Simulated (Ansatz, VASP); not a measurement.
# InGaAs2: VASP beside Ansatz

```
In Ga As
1.0
     3.93691    0.00000    0.00000
     0.00000    3.93691    0.00000
     0.00000    0.00000    6.05160
In Ga As
1 1 2
Direct
  0.00000 0.00000 0.50000
  0.50000 0.50000 0.00000
  0.50000 0.00000 0.76971
  0.00000 0.50000 0.23029
```

Change from the starting cell: strain -0.050 along x and y, +0.025 along z, atoms carried along.

Alike in both runs: task single point; functional PBEsol; k mesh 12 × 12 × 8; occupations gaussian, width 0.15 eV; no spin polarisation.

|  | VASP | Ansatz |
| --- | --- | --- |
| version | VASP 6.6.1 | Ansatz 0.2.0 |
| potentials or method | VASP PAW PBE potentials, release 64 (In_d, Ga_d, As), cutoff 520 eV | scalar-relativistic, plane waves, PAW |
| valence electrons in the cell | 36 | 56 |

|  | VASP | Ansatz | Ansatz less VASP |
| --- | --- | --- | --- |
| gap on the k mesh at the Fermi level (eV) | none | none | - |
| pressure (GPa) | 5.7 | 5.5 | -0.18 |
| traceless stress, the component that is largest in VASP (GPa) | -2.55 | -2.56 | -0.006 |
| rms of the force components (eV/Å) | 0.019 | 0.019 | 0.0000 |

VASP's potentials were made for PBE, not for PBEsol. Atom by atom the forces differ by 0.000 eV/Å (rms over components). A gap of «none» marks a metal or a gap that the smearing closes. VASP's potentials hold 36 valence electrons a cell and Ansatz's 56, so a difference there can come from the potentials and not from the codes.
